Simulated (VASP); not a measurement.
Here is a VASP 6.6.1 calculation.

Contents of POSCAR:

```
Rh
1.0
    0.0000000000      1.9015500000      1.9585965000
    1.9015500000      0.0000000000      1.9585965000
    1.9015500000      1.9015500000      0.0000000000
Rh
1
Direct
    0.0000000000      0.0000000000      0.0000000000
```

INCAR.step1

```
SYSTEM = Rh
ALGO = Normal
EDIFF = 1E-5
ENCUT = 680
GGA = PE
GGA_COMPAT = .FALSE.
ISMEAR = 0
LASPH = .TRUE.
LCHARG = .FALSE.
LREAL = .FALSE.
LWAVE = .TRUE.
NBANDS = 14
NELM = 120
PREC = Accurate
SIGMA = 0.15
```

The input INCAR.step2:

```
SYSTEM = Rh
ALGO = Normal
EDIFF = 1E-6
ENCUT = 680
GGA_COMPAT = .FALSE.
ISIF = 2
ISMEAR = 0
ISTART = 1
LASPH = .TRUE.
LCHARG = .FALSE.
LMIXTAU = .TRUE.
LREAL = .FALSE.
LWAVE = .FALSE.
METAGGA = R2SCAN
NBANDS = 14
NELM = 120
PREC = Accurate
SIGMA = 0.15
```

The input KPOINTS:

```
k-points
0
G
  8 8 8
  0 0 0
```

Potentials or basis: VASP PAW PBE potentials, release 64 (Rh_sv_GW).

Launch:

```sh
$ cat potpaw_PBE.64/Rh_sv_GW/POTCAR > POTCAR
$ cp INCAR.step1 INCAR
$ mpirun -np 1 vasp_std > vasp.out
$ cp INCAR.step2 INCAR
$ mpirun -np 1 vasp_std > vasp.out
```

(1) Estimate the band gap on the k mesh.

(2) Predict the pressure.

Answers

(1) zero (an odd number of electrons rules out a gap without spin polarisation).

(2) -7.3 GPa.

Caveat: the cell differs from its parent crystal (strain +0.000 along x and y, +0.030 along z); the stress differs along the axes, from -12 to -5 GPa; the PAW data sets were made with another functional, which shifts forces and pressure a little.
